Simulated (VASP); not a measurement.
# AlP (F-43m) in VASP: further runs

The runs below take AlP through single point, with PBEsol.

Everything below comes from runs of VASP 6.6.1. Logs are shortened: lines on timing, memory, paths and dates and some standing lists are left out, and cuts for length are marked.

## (1) The cell of the first run

The structure is cubic, space group F-43m (No. 216). Conventional cell: a = 5.473 Å, b = 5.473 Å, c = 5.473 Å, α = 90.00°, β = 90.00°, γ = 90.00°. Within 3.1 Å of Al (site symmetry -43m) lie 4 P at 2.37 Å. P (site symmetry -43m) has 4 Al at 2.37 Å within 3.1 Å.

## (2) Single point, PBEsol

Input file INCAR:

```
PREC = Accurate
ENCUT = 500
EDIFF = 1E-6
ISMEAR = 0
SIGMA = 0.1
LREAL = F
LASPH = T
NELM = 120
ALGO = Normal
ISIF = 2
LWAVE = F
LCHARG = F
GGA = PS
NBANDS = 11
GGA_COMPAT = F
```

Input file KPOINTS:

```
regular mesh
0
Gamma
  6 6 6
```

Input file POSCAR:

```
AlP
1.0
    0.0000000000      2.7364837130      2.7364837130
    2.7364837130      0.0000000000      2.7364837130
    2.7364837130      2.7364837130      0.0000000000
Al P
1 1
Direct
    0.0000000000      0.0000000000      0.0000000000
    0.7500000000      0.7500000000      0.7500000000
```

Potentials or basis: VASP PAW PBE potentials, release 64 (Al, P).

On the command line:

```sh
> cat potpaw_PBE.64/Al/POTCAR potpaw_PBE.64/P/POTCAR > POTCAR
> mpirun -np 1 vasp_std > vasp.out
```

OUTCAR:

```text
PREC = Accurate
   ENCUT = 500
   EDIFF = 1E-6
   ISMEAR = 0
   LREAL = F
   LASPH = T
   NELM = 120
   ISIF = 2
   GGA = PS

 ion  position               nearest neighbor table
   1  0.000  0.000  0.000-   2 2.37   2 2.37   2 2.37   2 2.37
   2  0.750  0.750  0.750-   1 2.37   1 2.37   1 2.37   1 2.37

  LATTYP: Found a face centered cubic cell.
 ALAT       =     5.4729674260

  Lattice vectors:

 A1 = (   0.0000000000,   2.7364837130,   2.7364837130)
 A2 = (   2.7364837130,   0.0000000000,   2.7364837130)
 A3 = (   2.7364837130,   2.7364837130,   0.0000000000)

Analysis of symmetry for initial positions (statically):
=====================================================================
 Subroutine PRICEL returns:
 Original cell was already a primitive cell.

 Routine SETGRP: Setting up the symmetry group for a
 face centered cubic supercell.

 Subroutine GETGRP returns: Found 24 space group operations
 (whereof 24 operations were pure point group operations)
 out of a pool of 48 trial point group operations.

The static configuration has the point symmetry T_d .

Analysis of symmetry for dynamics (positions and initial velocities):
=====================================================================
 Subroutine PRICEL returns:
 Original cell was already a primitive cell.

 Routine SETGRP: Setting up the symmetry group for a
 face centered cubic supercell.

 Subroutine GETGRP returns: Found 24 space group operations
 (whereof 24 operations were pure point group operations)
 out of a pool of 48 trial point group operations.

The dynamic configuration has the point symmetry T_d .

 Subroutine INISYM returns: Found 24 space group operations
 (whereof 24 operations are pure point group operations),
 and found     1 'primitive' translations

----------------------------------------------------------------------------------------

                                     Primitive cell

  volume of cell :      40.9835

  direct lattice vectors                    reciprocal lattice vectors
     0.000000000  2.736483713  2.736483713    -0.182716235  0.182716235  0.182716235
     2.736483713  0.000000000  2.736483713     0.182716235 -0.182716235  0.182716235
     2.736483713  2.736483713  0.000000000     0.182716235  0.182716235 -0.182716235

  length of vectors
     3.869972380  3.869972380  3.869972380     0.316473802  0.316473802  0.316473802

  position of ions in fractional coordinates (direct lattice)
     0.000000000  0.000000000  0.000000000
     0.750000000  0.750000000  0.750000000

  ion indices of the primitive-cell ions
   primitive index   ion index
                 1           1
                 2           2

----------------------------------------------------------------------------------------

 KPOINTS: regular mesh

Automatic generation of k-mesh.
 Grid dimensions read from file:
 generate k-points for:    6    6    6

 Generating k-lattice:

  Cartesian coordinates                     Fractional coordinates (reciprocal lattice)
    -0.030452706  0.030452706  0.030452706     0.166666667  0.000000000  0.000000000
     0.030452706 -0.030452706  0.030452706     0.000000000  0.166666667  0.000000000
     0.030452706  0.030452706 -0.030452706     0.000000000  0.000000000  0.166666667

  Length of vectors
     0.052745634  0.052745634  0.052745634

  Shift w.r.t. Gamma in fractional coordinates (k-lattice)
     0.000000000  0.000000000  0.000000000

 Subroutine IBZKPT returns following result:
 ===========================================

 Found     16 irreducible k-points:

 Following reciprocal coordinates:
            Coordinates               Weight
  0.000000  0.000000  0.000000      1.000000
  0.166667  0.000000  0.000000      8.000000
  0.333333  0.000000  0.000000      8.000000
  0.500000  0.000000  0.000000      4.000000
  0.166667  0.166667  0.000000      6.000000
  0.333333  0.166667  0.000000     24.000000
[... 8 lines left out ...]
 -0.333333  0.333333  0.166667     24.000000
 -0.333333  0.500000  0.166667     12.000000
   k-points           NKPTS =     16   k-points in BZ     NKDIM =     16   number of bands    NBANDS=     11
   number of dos      NEDOS =    301   number of ions     NIONS =      2
   total plane-waves  NPLWV =  21952
   dimension x,y,z NGX =    28 NGY =   28 NGZ =   28
   dimension x,y,z NGXF=    56 NGYF=   56 NGZF=   56
   ions per type =               1   1
   NGX,Y,Z   is equivalent  to a cutoff of  12.03, 12.03, 12.03 a.u.
   NGXF,Y,Z  is equivalent  to a cutoff of  24.06, 24.06, 24.06 a.u.
 SYSTEM =  unknown system
   PREC   = accura    normal or accurate (medium, high low for compatibility)
   ISTART =      0    job   : 0-new  1-cont  2-samecut
   ICHARG =      2    charge: 1-file 2-atom 10-const
   ISPIN  =      1    spin polarized calculation?
   LNONCOLLINEAR =      F non collinear calculations
   LSORBIT =      F    spin-orbit coupling
   LASPH  =      T    aspherical Exc in radial PAW
   ENCUT  =  500.0 eV  36.75 Ry    6.06 a.u.   7.06  7.06  7.06*2*pi/ulx,y,z
   NELM   =    120;   NELMIN=  2; NELMDL= -5     # of ELM steps
   EDIFF  = 0.1E-05   stopping-criterion for ELM
   LREAL  =      F    real-space projection
   EDIFFG = 0.1E-04   stopping-criterion for IOM
   NSW    =      0    number of steps for IOM
   IBRION =     -1    ionic relax: 0-MD 1-quasi-New 2-CG
   NFREE  =      0    steps in history (QN), initial steepest desc. (CG)
   ISIF   =      2    stress and relaxation
   ISYM   =      2    0-nonsym 1-usesym 2-fastsym
   POTIM  = 0.5000    time-step for ionic-motion
   TEBEG  =    0.0;   TEEND  =   0.0 temperature during run
   PSTRESS=    0.0 pullay stress
   NELECT =       8.0000    total number of electrons
   NUPDOWN=      -1.0000    fix difference up-down
   EMIN   =  10.00;   EMAX   =-10.00  energy-range for DOS
   EFERMI =   0.00;   METHOD = LEGACY
   ISMEAR =     0;   SIGMA  =   0.10  broadening in eV -4-tet -1-fermi 0-gaus
   EFERMI_NEDOS =   21; number of points for ismear=-14 and -15
   IALGO  =     38    algorithm
   IMIX   =      4    mixing-type and parameters
     AMIX     =   0.40;   BMIX     =  1.00
     AMIX_MAG =   1.60;   BMIX_MAG =  1.00
  volume/ion in A,a.u.               =      20.49       138.29
  Fermi-wavevector in a.u.,A,eV,Ry     =   0.949661  1.794599 12.270497  0.901856
  Thomas-Fermi vector in A             =   2.077965
   LORBIT       =      0    0 simple, 1 ext, 2 COOP (PROOUT), +10 PAW based schemes
   GGA     = PS    functional components
   LHFCALC =     F    Hartree Fock is set to
   AEXX    =    0.0000 exact exchange contribution
   IVDW    =     0    specifies the selected vdW correction
   LEPSILON=     F    determine dielectric tensor
   LRPA    =     F    only Hartree local field effects (RPA)
 non-spin polarized calculation
 Gauss-broadening in eV      SIGMA  =   0.10
  energy-cutoff  :      500.00
  volume of cell :       40.98
 maximum number of plane-waves:      1056
   NGX = 15   NGY = 15   NGZ = 15

 number of electron       8.0000001 magnetization

 Free energy of the ion-electron system (eV)
  ---------------------------------------------------
  ext. energy  EPLUGINS =         0.00000000
  ---------------------------------------------------
  free energy    TOTEN  =       -10.98687485 eV

  energy without entropy =      -10.98687485  energy(sigma->0) =      -10.98687485

 E-fermi :   4.9047     XC(G=0):  -9.3360

 val. band max:        4.4752338872   @ k =   0.0000   0.0000   0.0000
 cond. band min:       5.9237555077   @ k =   0.5000   0.5000   0.0000
 fundamental gap:      1.4485216205
 Fermi energy:         4.9047047915

 k-point     1 :       0.0000    0.0000    0.0000
  band No.  band energies     occupation
      1      -7.0123      2.00000
      2       4.4752      2.00000
      3       4.4752      2.00000
      4       4.4752      2.00000
      5       7.6175      0.00000
      6       8.9741      0.00000
      7       8.9741      0.00000
      8       8.9741      0.00000
      9      13.2665      0.00000
     10      13.2665      0.00000
     11      14.5175      0.00000

 k-point     2 :       0.1667    0.0000    0.0000
  band No.  band energies     occupation
      1      -6.7094      2.00000
      2       2.5844      2.00000
      3       4.2319      2.00000
      4       4.2319      2.00000
      5       7.9871      0.00000
      6       9.4076      0.00000
      7       9.4076      0.00000
      8      10.0239      0.00000
      9      12.5994      0.00000
     10      12.5994      0.00000
     11      15.1040      0.00000

 k-point     3 :       0.3333    0.0000    0.0000
  band No.  band energies     occupation
      1      -5.9196      2.00000
      2       0.1168      2.00000
      3       3.8606      2.00000
      4       3.8606      2.00000
      5       7.4179      0.00000
      6       9.4504      0.00000
      7       9.4504      0.00000
      8      12.2358      0.00000
      9      13.5294      0.00000
     10      13.5294      0.00000
     11      14.5923      0.00000

 k-point     4 :       0.5000    0.0000    0.0000
  band No.  band energies     occupation
      1      -5.3305      2.00000
      2      -1.0766      2.00000
      3       3.7112      2.00000
      4       3.7112      2.00000
      5       7.1794      0.00000
      6       9.2180      0.00000
      7       9.2180      0.00000
      8      12.5329      0.00000
      9      15.9643      0.00000
     10      15.9643      0.00000
     11      16.1040      0.00000
[... 127 lines left out ...]
 k-point    14 :       0.5000    0.3333    0.1667
  band No.  band energies     occupation
      1      -5.2941      2.00000
      2       0.0400      2.00000
      3       1.7798      2.00000
      4       2.8726      2.00000
      5       8.2281      0.00000
      6       9.2173      0.00000
      7       9.8824      0.00000
      8      12.6106      0.00000
      9      13.7287      0.00000
     10      15.8435      0.00000
     11      17.7582      0.00000

 k-point    15 :      -0.3333    0.3333    0.1667
  band No.  band energies     occupation
      1      -4.8322      2.00000
      2      -0.5265      2.00000
      3       1.3224      2.00000
      4       2.4767      2.00000
      5       8.4229      0.00000
      6       9.3495      0.00000
      7      11.2741      0.00000
      8      12.0323      0.00000
      9      13.2636      0.00000
     10      16.2860      0.00000
     11      17.3050      0.00000

 k-point    16 :      -0.3333    0.5000    0.1667
  band No.  band energies     occupation
      1      -4.6307      2.00000
      2      -0.5727      2.00000
      3       1.5444      2.00000
      4       1.7835      2.00000
      5       7.6800      0.00000
      6       8.6996      0.00000
      7      12.0202      0.00000
      8      12.3913      0.00000
      9      15.5828      0.00000
     10      16.3935      0.00000
     11      17.5925      0.00000

------------------------ aborting loop because EDIFF is reached ----------------------------------------

  FORCE on cell =-STRESS in cart. coord.  units (eV):
  Direction    XX          YY          ZZ          XY          YZ          ZX
  --------------------------------------------------------------------------------------
  -------------------------------------------------------------------------------------
  Total       -0.0119926     -0.0119926     -0.0119926      0.0000000      0.0000000      0.0000000
  in kB       -0.4688290     -0.4688290     -0.4688290      0.0000000      0.0000000      0.0000000
  external PRESSURE =      -0.4688290 kB  Pullay stress =       0.0000000 kB

 VOLUME and BASIS-vectors are now :
 -----------------------------------------------------------------------------
  energy-cutoff  :      500.00
  volume of cell :       40.98
      direct lattice vectors                 reciprocal lattice vectors
     0.000000000  2.736483713  2.736483713    -0.182716235  0.182716235  0.182716235
     2.736483713  0.000000000  2.736483713     0.182716235 -0.182716235  0.182716235
     2.736483713  2.736483713  0.000000000     0.182716235  0.182716235 -0.182716235

 POSITION                                       TOTAL-FORCE (eV/Angst)
 -----------------------------------------------------------------------------------
      0.00000      0.00000      0.00000         0.000000      0.000000      0.000000
      4.10473      4.10473      4.10473        -0.000000     -0.000000     -0.000000
 -----------------------------------------------------------------------------------
    total drift:                               -0.000000     -0.000000     -0.000000

  FREE ENERGIE OF THE ION-ELECTRON SYSTEM (eV)
  ---------------------------------------------------
  free  energy   TOTEN  =       -10.9868748465 eV

  energy  without entropy=      -10.9868748465  energy(sigma->0) =      -10.98687485
```

It used 5.4 s of CPU time on 1 thread of Intel Xeon 6975P-C, on a shared host.

What came out:

| Item | Value |
| --- | --- |
| Free energy | -10.9869 eV |
| Pressure | 0.0 GPa |
| Band gap on the k mesh | 1.45 eV, indirect (least direct gap 3.14 eV) |

Caveat: the PAW data sets were made with another functional, which shifts forces and pressure a little.

[end of part 1 of 2]
